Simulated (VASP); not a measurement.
Set up this calculation in VASP 6.6.1, as the native input.

| Item | Value |
| --- | --- |
| Task | single point |
| Functional | LDA |
| Potentials or basis | VASP PAW LDA potentials, release 64 (Pb_d, O) |
| Cutoff | 520 eV |
| k mesh | 6 × 6 × 6 |
| Occupations | gaussian, width 0.01 eV |
| Spin | no spin polarisation |
| Dipole correction | no |
| Further INCAR settings | ALGO = Normal; EDIFF = 1e-06; NBANDS = 28 |

The structure of PbO (Litharge) lies in POSCAR:

```
PbO
1.0
    3.9804038992      0.0000000000      0.0000000000
    0.0000000000      3.9804038992      0.0000000000
    0.0000000000      0.0000000000      5.0009130541
Pb O
2 2
Direct
    0.0000000000      0.5000000000      0.2366325577
    0.5000000000      0.0000000000      0.7633674423
    0.0000000000      0.0000000000      0.0000000000
    0.5000000000      0.5000000000      0.0000000000
```

One way to write it, as run:

INCAR

```
ALGO = Normal
EDIFF = 1E-6
ENCUT = 520
GGA = CA
ISIF = 2
ISMEAR = 0
LASPH = T
LCHARG = F
LREAL = F
LWAVE = F
NBANDS = 28
NELM = 60
PREC = Accurate
SIGMA = 0.01
```

KPOINTS

```
k-points
0
Gamma
  6 6 6
```

Potentials or basis: VASP PAW LDA potentials, release 64 (Pb_d, O).

Command:

```console
$ cat potpaw_LDA.64/Pb_d/POTCAR potpaw_LDA.64/O/POTCAR > POTCAR
$ mpirun -np 1 vasp_std > vasp.out
```

It gave:

The pressure is -2.0 GPa. The largest force is 0.181 eV/Å and the band gap on the k mesh is 1.18 eV, indirect (least direct gap 2.22 eV).

Caveat: spin-orbit coupling is left out, which moves the levels of the heavy elements.

Wall time 33 s on 1 thread of Intel(R) Xeon(R) 6975P-C (Granite Rapids) (shared host), peak memory 0.2 GiB.
